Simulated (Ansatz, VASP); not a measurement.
## Two plane-wave programs on Si

Contents of INCAR:

```
ALGO = Normal
EDIFF = 1E-6
ENCUT = 520
ISIF = 2
ISMEAR = 0
LASPH = T
LCHARG = F
LREAL = F
LWAVE = F
NBANDS = 16
NELM = 80
PREC = Accurate
SIGMA = 0.03
```

File KPOINTS:

```
k-points
0
Gamma
  12 12 6
```

File POSCAR:

```
Si
1.0
    3.9671651941      0.0000000000      0.0000000000
   -1.9835825971      3.4356658391      0.0000000000
    0.0000000000      0.0000000000      5.7750023730
Si
4
Direct
    0.3333333333      0.6666666667      0.0391837161
    0.6666666667      0.3333333333      0.5391837161
    0.3333333333      0.6666666667      0.4608162839
    0.6666666667      0.3333333333      0.9608162839
```

Input for Ansatz:

```yaml
crystal:
  lattice:
    - [3.9671651941, 0.0, 0.0]
    - [-1.9835825971, 3.4356658391, 0.0]
    - [0.0, 0.0, 5.775002373]
  atoms:
    - { symbol: Si, position: [0.3333333333, 0.6666666667, 0.0391837161] }
    - { symbol: Si, position: [0.6666666667, 0.3333333333, 0.5391837161] }
    - { symbol: Si, position: [0.3333333333, 0.6666666667, 0.4608162839] }
    - { symbol: Si, position: [0.6666666667, 0.3333333333, 0.9608162839] }
basis:
  ecutwfc: 420
kpoints:
  mp_grid: { grid: [12, 12, 6] }
hamiltonian:
  xc: lda
  pseudopotentials: { kind: paw, azcp: { folder: soft_1 } }
scf:
  occupations: { method: gaussian, width: 0.03 }
output:
  forces: true
  stress: true
  eigenvalues: true
```

Alike in both runs: task single point; functional LDA; k mesh 12 × 12 × 6; occupations gaussian, width 0.03 eV; no spin polarisation.

|  | VASP | Ansatz |
| --- | --- | --- |
| version | VASP 6.6.1 | Ansatz 0.2.0 |
| potentials or method | VASP PAW LDA potentials, release 64 (Si), cutoff 520 eV | scalar-relativistic, plane waves, PAW |
| valence electrons in the cell | 16 | 16 |

Ansatz gave:

```
gap on the k mesh at the Fermi level (eV)                     : none
pressure (GPa)                                                : -1.2
traceless stress, the component that is largest in VASP (GPa) : 6.03
rms of the force components (eV/Å)                            : 0.746
```

Question: What did VASP give for the same quantities?

Answer: gap on the k mesh at the Fermi level (eV): none; pressure (GPa): -1.1; traceless stress, the component that is largest in VASP (GPa): 6.09; rms of the force components (eV/Å): 0.745.

Ansatz warns that its potentials were made for another functional, while VASP's fit it. LDA's correlation is that of Perdew and Zunger in VASP and of Perdew and Wang (1992) in Ansatz. Atom by atom the forces differ by 0.001 eV/Å (rms over components). A gap of «none» marks a metal or a gap that the smearing closes.
